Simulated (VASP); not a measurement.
A run of VASP 6.6.1 is set up as follows.

The input INCAR:

```
PREC = Accurate ; ENCUT = 520
EDIFF = 1E-6 ; ISMEAR = -1
SIGMA = 0.05 ; LREAL = False
LASPH = True ; NELM = 100
ALGO = Normal ; ISIF = 2
LWAVE = False ; LCHARG = True
LELF = True ; LVHAR = True
NBANDS = 28
```

KPOINTS

```
Automatic mesh
0
Gamma
  7 7 7
```

The input POSCAR:

```
BaTiO3
1.0
    3.9998000000      0.0000000000      0.0000000000
    0.0000000000      3.9998000000      0.0000000000
    0.0000000000      0.0000000000      4.0180000000
Ba Ti O
1 1 3
Direct
    0.0000000000      0.0000000000      0.0000000000
    0.5000000000      0.5000000000      0.4900000000
    0.0000000000      0.5000000000      0.5170000000
    0.5000000000      0.0000000000      0.5170000000
    0.5000000000      0.5000000000      0.0190000000
```

Potentials or basis: VASP PAW LDA potentials, release 64 (Ba_sv, Ti_sv, O).

Command:

```bash
$ cat potpaw_LDA.64/Ba_sv/POTCAR potpaw_LDA.64/Ti_sv/POTCAR potpaw_LDA.64/O/POTCAR > POTCAR
$ mpirun -np 1 vasp_std > vasp.out
```

Problem. Estimate the pressure.

Solution. -6.5 GPa.

Problem. Estimate the band gap on the k mesh.

Solution. 1.78 eV (least direct gap 1.97 eV).

Problem. Estimate the largest force.

Solution. 0.363 eV/Å.

Forces in eV/Å, atoms in the order of the input:
```
Ba   0.000  0.000  0.039
Ti   0.000  0.000 -0.153
O    0.000  0.000 -0.124
O    0.000  0.000 -0.124
O    0.000  0.000  0.363
```

Caveat: the cell stands under tension; spin-orbit coupling is left out, which moves the levels of the heavy elements. A k mesh can miss the band edges.
